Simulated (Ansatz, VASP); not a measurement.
TlZnBr3: VASP beside Ansatz

```
Tl Zn Br
1.0
     5.20043    0.00000    0.00000
     0.00000    5.20043    0.00000
     0.00000    0.00000    5.20043
Tl Zn Br
1 1 3
Direct
  0.00000 0.00000 0.00000
  0.50000 0.50000 0.50000
  0.50000 0.50000 0.00000
  0.50000 0.00000 0.50000
  0.00000 0.50000 0.50000
```

Alike in both runs: task single point; functional r2SCAN; k mesh 6 × 6 × 6; no spin polarisation.

|  | VASP | Ansatz |
| --- | --- | --- |
| version | VASP 6.6.1 | Ansatz 0.2.0 |
| potentials or method | VASP PAW PBE potentials, release 64 (Tl_d, Zn, Br) | plane waves, PAW |
| plane-wave cutoff (eV) | 520 | 500 |
| occupations | gaussian, width 0.01 eV | fixed |
| valence electrons in the cell | 46 | 46 |

Ansatz gave:

* gap on the k mesh at the Fermi level (eV): 0.88
* pressure (GPa): 0.0

Task: Estimate VASP's values.

Result: gap on the k mesh at the Fermi level (eV): 0.87; pressure (GPa): 0.0.

VASP's potentials were made for PBE, not for r2SCAN.

Spin-orbit coupling is off throughout.
